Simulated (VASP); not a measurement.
# HfGe (Pm-3m) in VASP: further runs

The runs below take HfGe through single point, with PBEsol.

Program: VASP 6.6.1. These are calculated values, not measurements. Logs are shortened: lines on timing, memory, paths and dates and some standing lists are left out, and cuts for length are marked.

## Step 1: The cell of the first run

It takes space group Pm-3m (No. 221, cubic). Conventional cell: a = 3.302 Å, b = 3.302 Å, c = 3.302 Å, α = 90.00°, β = 90.00°, γ = 90.00°. Within 3.8 Å of Hf (site symmetry m-3m) lie 8 Ge at 2.86 Å and 6 Hf at 3.30 Å. Within 3.8 Å of Ge (site symmetry m-3m) lie 8 Hf at 2.86 Å and 6 Ge at 3.30 Å.

## Step 2: Single point, PBEsol

INCAR reads:

```
SYSTEM = HfGe
ALGO = Normal
EDIFF = 1E-6
ENCUT = 500
GGA = PS
GGA_COMPAT = .FALSE.
ISIF = 2
ISMEAR = 0
LASPH = .TRUE.
LCHARG = .TRUE.
LELF = .TRUE.
LREAL = .FALSE.
LVHAR = .TRUE.
LWAVE = .FALSE.
NBANDS = 19
NELM = 120
PREC = Accurate
SIGMA = 0.05
```

KPOINTS reads:

```
k-points
0
G
  6 6 6
  0 0 0
```

POSCAR reads:

```
HfGe
1.0
    3.3015554500      0.0000000000      0.0000000000
    0.0000000000      3.3015554500      0.0000000000
    0.0000000000      0.0000000000      3.3015554500
Hf Ge
1 1
Direct
    0.0000000000      0.0000000000      0.0000000000
    0.5000000000      0.5000000000      0.5000000000
```

Potentials or basis: VASP PAW PBE potentials, release 64 (Hf_pv, Ge_d).

Started as:

```console
$ cat potpaw_PBE.64/Hf_pv/POTCAR potpaw_PBE.64/Ge_d/POTCAR > POTCAR
$ mpirun -np 1 vasp_std > vasp.out
```

OUTCAR:

```text
SYSTEM = HfGe
   EDIFF = 1E-6
   ENCUT = 500
   GGA = PS
   ISIF = 2
   ISMEAR = 0
   LASPH = .TRUE.
   LREAL = .FALSE.
   NELM = 120
   PREC = Accurate

 ion  position               nearest neighbor table
   1  0.000  0.000  0.000-   2 2.86   2 2.86   2 2.86   2 2.86   2 2.86   2 2.86   2 2.86   2 2.86

   2  0.500  0.500  0.500-   1 2.86   1 2.86   1 2.86   1 2.86   1 2.86   1 2.86   1 2.86   1 2.86

  LATTYP: Found a simple cubic cell.
 ALAT       =     3.3015554500

  Lattice vectors:

 A1 = (   3.3015554500,   0.0000000000,   0.0000000000)
 A2 = (   0.0000000000,   3.3015554500,   0.0000000000)
 A3 = (   0.0000000000,   0.0000000000,   3.3015554500)

Analysis of symmetry for initial positions (statically):
=====================================================================
 Subroutine PRICEL returns:
 Original cell was already a primitive cell.

 Routine SETGRP: Setting up the symmetry group for a
 simple cubic supercell.

 Subroutine GETGRP returns: Found 48 space group operations
 (whereof 48 operations were pure point group operations)
 out of a pool of 48 trial point group operations.

The static configuration has the point symmetry O_h .

Analysis of symmetry for dynamics (positions and initial velocities):
=====================================================================
 Subroutine PRICEL returns:
 Original cell was already a primitive cell.

 Routine SETGRP: Setting up the symmetry group for a
 simple cubic supercell.

 Subroutine GETGRP returns: Found 48 space group operations
 (whereof 48 operations were pure point group operations)
 out of a pool of 48 trial point group operations.

The dynamic configuration has the point symmetry O_h .

 Subroutine INISYM returns: Found 48 space group operations
 (whereof 48 operations are pure point group operations),
 and found     1 'primitive' translations

----------------------------------------------------------------------------------------

                                     Primitive cell

  volume of cell :      35.9878

  direct lattice vectors                    reciprocal lattice vectors
     3.301555450  0.000000000  0.000000000     0.302887537  0.000000000  0.000000000
[... 65 lines left out ...]
   total plane-waves  NPLWV =  13824
   dimension x,y,z NGX =    24 NGY =   24 NGZ =   24
   dimension x,y,z NGXF=    48 NGYF=   48 NGZF=   48
   ions per type =               1   1
   NGX,Y,Z   is equivalent  to a cutoff of  12.08, 12.08, 12.08 a.u.
   NGXF,Y,Z  is equivalent  to a cutoff of  24.17, 24.17, 24.17 a.u.
 SYSTEM =  HfGe
   PREC   = accura    normal or accurate (medium, high low for compatibility)
   ISTART =      0    job   : 0-new  1-cont  2-samecut
   ICHARG =      2    charge: 1-file 2-atom 10-const
   ISPIN  =      1    spin polarized calculation?
   LNONCOLLINEAR =      F non collinear calculations
   LSORBIT =      F    spin-orbit coupling
   LASPH  =      T    aspherical Exc in radial PAW
   ENCUT  =  500.0 eV  36.75 Ry    6.06 a.u.   6.02  6.02  6.02*2*pi/ulx,y,z
   NELM   =    120;   NELMIN=  2; NELMDL= -5     # of ELM steps
   EDIFF  = 0.1E-05   stopping-criterion for ELM
   LREAL  =      F    real-space projection
[... 7 lines left out ...]
   TEBEG  =    0.0;   TEEND  =   0.0 temperature during run
   PSTRESS=    0.0 pullay stress
   NELECT =      24.0000    total number of electrons
   NUPDOWN=      -1.0000    fix difference up-down
   EMIN   =  10.00;   EMAX   =-10.00  energy-range for DOS
   EFERMI =   0.00;   METHOD = LEGACY
   ISMEAR =     0;   SIGMA  =   0.05  broadening in eV -4-tet -1-fermi 0-gaus
   EFERMI_NEDOS =   21; number of points for ismear=-14 and -15
   IALGO  =     38    algorithm
   IMIX   =      4    mixing-type and parameters
     AMIX     =   0.40;   BMIX     =  1.00
     AMIX_MAG =   1.60;   BMIX_MAG =  1.00
  volume/ion in A,a.u.               =      17.99       121.43
  Fermi-wavevector in a.u.,A,eV,Ry     =   1.430298  2.702872 27.834166  2.045753
  Thomas-Fermi vector in A             =   2.550159
   LORBIT       =      0    0 simple, 1 ext, 2 COOP (PROOUT), +10 PAW based schemes
   GGA     = PS    functional components
   LHFCALC =     F    Hartree Fock is set to
   AEXX    =    0.0000 exact exchange contribution
   IVDW    =     0    specifies the selected vdW correction
   LEPSILON=     F    determine dielectric tensor
   LRPA    =     F    only Hartree local field effects (RPA)
 non-spin polarized calculation
 Gauss-broadening in eV      SIGMA  =   0.05
  energy-cutoff  :      500.00
  volume of cell :       35.99
 maximum number of plane-waves:       931
   NGX = 13   NGY = 13   NGZ = 13

 number of electron      24.0000029 magnetization

 Free energy of the ion-electron system (eV)
  ---------------------------------------------------
  ext. energy  EPLUGINS =         0.00000000
  ---------------------------------------------------
  free energy    TOTEN  =       -16.15494766 eV

  energy without entropy =      -16.15179312  energy(sigma->0) =      -16.15337039

 E-fermi :   6.7195     XC(G=0): -12.0877

 val. band max:        6.6942432028   @ k =   0.1667   0.1667   0.0000
 cond. band min:       6.7520888218   @ k =   0.5000   0.1667   0.1667
 fundamental gap:      0.0578456190
 Fermi energy:         6.7195427397

 k-point     1 :       0.0000    0.0000    0.0000
  band No.  band energies     occupation
      1     -23.6701      2.00000
      2     -23.6701      2.00000
      3     -23.6701      2.00000
      4     -17.4254      2.00000
      5     -17.4254      2.00000
      6     -17.4048      2.00000
[... 417 lines left out ...]
      6     -17.4102      2.00000
[... 11 lines left out ...]
     18      15.0638      0.00000
     19      16.0267      0.00000

------------------------ aborting loop because EDIFF is reached ----------------------------------------

  FORCE on cell =-STRESS in cart. coord.  units (eV):
  Direction    XX          YY          ZZ          XY          YZ          ZX
  --------------------------------------------------------------------------------------
  -------------------------------------------------------------------------------------
  Total       -0.0474935     -0.0474935     -0.0474935      0.0000000      0.0000000     -0.0000000
  in kB       -2.1144093     -2.1144093     -2.1144093      0.0000000      0.0000000     -0.0000000
  external PRESSURE =      -2.1144093 kB  Pullay stress =       0.0000000 kB

 VOLUME and BASIS-vectors are now :
 -----------------------------------------------------------------------------
  energy-cutoff  :      500.00
  volume of cell :       35.99
      direct lattice vectors                 reciprocal lattice vectors
     3.301555450  0.000000000  0.000000000     0.302887537  0.000000000  0.000000000
     0.000000000  3.301555450  0.000000000     0.000000000  0.302887537  0.000000000
     0.000000000  0.000000000  3.301555450     0.000000000  0.000000000  0.302887537

 POSITION                                       TOTAL-FORCE (eV/Angst)
 -----------------------------------------------------------------------------------
      0.00000      0.00000      0.00000         0.000000      0.000000      0.000000
      1.65078      1.65078      1.65078         0.000000      0.000000      0.000000
 -----------------------------------------------------------------------------------
    total drift:                                0.000000      0.000000     -0.000000

  FREE ENERGIE OF THE ION-ELECTRON SYSTEM (eV)
  ---------------------------------------------------
  free  energy   TOTEN  =       -16.1549476643 eV

  energy  without entropy=      -16.1517931233  energy(sigma->0) =      -16.15337039
```

OSZICAR:

```text
N       E                     dE             d eps       ncg     rms          rms(c)
DAV:   1     0.152988487388E+03    0.15299E+03   -0.12273E+04   862   0.272E+03
DAV:   2     0.447440280601E+00   -0.15254E+03   -0.14803E+03   811   0.581E+02
DAV:   3    -0.164284357987E+02   -0.16876E+02   -0.16685E+02   916   0.107E+02
DAV:   4    -0.168214627574E+02   -0.39303E+00   -0.39242E+00   944   0.164E+01
DAV:   5    -0.168259193828E+02   -0.44566E-02   -0.44559E-02   898   0.204E+00    0.404E+01
DAV:   6    -0.162298235783E+02    0.59610E+00   -0.16064E+00   978   0.547E+00    0.254E+01
DAV:   7    -0.161628095563E+02    0.67014E-01   -0.34134E-01   999   0.625E+00    0.430E+00
DAV:   8    -0.161558559587E+02    0.69536E-02   -0.16186E-02   817   0.117E+00    0.547E-01
DAV:   9    -0.161549662124E+02    0.88975E-03   -0.54779E-03  1003   0.902E-01    0.113E-01
DAV:  10    -0.161549491892E+02    0.17023E-04   -0.21776E-04   854   0.920E-02    0.783E-02
DAV:  11    -0.161549477718E+02    0.14174E-05   -0.11501E-05   990   0.346E-02    0.387E-03
DAV:  12    -0.161549476643E+02    0.10750E-06   -0.11341E-06   517   0.896E-03
   1 F= -.16154948E+02 E0= -.16153370E+02  d E =-.315454E-02
```

Wall time 17 s (1 thread of AMD EPYC 7R43 (Zen 3), shared host); peak memory 0.11 GiB.

Results:

```yaml
Free_energy: -16.1549 eV
Pressure: -0.2 GPa
Band_gap_on_the_k_mesh: zero (bands 12 and 13 overlap by 2.48 eV)
```

Caveat: the PAW data sets were made with another functional, which shifts forces and pressure a little; spin-orbit coupling is left out, which moves the levels of the heavy elements.

## Step 3: Single point, PBEsol

This run uses another cell than the first one, of 18.74 Å³/atom.

INCAR reads:

```
ALGO     = Normal         # electronic algorithm
EDIFF    = 1E-6           # SCF threshold, eV
ENCUT    = 500            # plane-wave cutoff, eV
GGA      = PS             # functional
GGA_COMPAT= F            
ISIF     = 2              # what is computed and relaxed
ISMEAR   = 0              # smearing method
LASPH    = T              # aspherical terms in the spheres
LCHARG   = F              # write CHGCAR
LREAL    = F              # projectors in reciprocal space
LWAVE    = F              # write WAVECAR
NBANDS   = 19             # bands
NELM     = 120            # most SCF steps
PREC     = Accurate       # precision mode
SIGMA    = 0.05           # smearing width, eV
```

KPOINTS reads:

```
k-points
0
Gamma
  6 6 6
```

POSCAR reads:

```
HfGe
1.0
    3.3463221602      0.0000000000      0.0000000000
    0.0000000000      3.3463221602      0.0000000000
    0.0000000000      0.0000000000      3.3463221602
Hf Ge
1 1
Direct
    0.0000000000      0.0000000000      0.0000000000
    0.5000000000      0.5000000000      0.5000000000
```

Potentials or basis: VASP PAW PBE potentials, release 64 (Hf_pv, Ge_d).

Started as:

```console
$ cat potpaw_PBE.64/Hf_pv/POTCAR potpaw_PBE.64/Ge_d/POTCAR > POTCAR
$ mpirun -np 1 vasp_std > vasp.out
```

Run time: 14 s. Hardware: 1 thread of AMD EPYC 7R43 (Zen 3), shared host; peak memory 0.11 GiB.

Results (log left out):

| Property | Result |
| --- | --- |
| Free energy | -16.1301 eV |
| Pressure | -5.0 GPa |
| Band gap on the k mesh | zero (bands 12 and 13 overlap by 2.34 eV) |

Levels at points of the mesh, in eV from the Fermi level:
```
           k point  band 10  band 11  band 12  band 13  band 14  band 15
(0.00, 0.00, 0.00)    -1.47    -1.47     1.88     1.88     1.88     3.63
(0.50, 0.00, 0.00)    -6.41    -0.56    -0.46    -0.46     3.95     5.14
(0.50, 0.50, 0.00)    -2.99    -2.99    -1.84     1.67     1.67     4.02
(0.50, 0.50, 0.50)    -4.37    -4.37    -4.37     3.76     3.76     3.76
```

Caveat: the cell stands under tension; the PAW data sets were made with another functional, which shifts forces and pressure a little; spin-orbit coupling is left out, which moves the levels of the heavy elements.
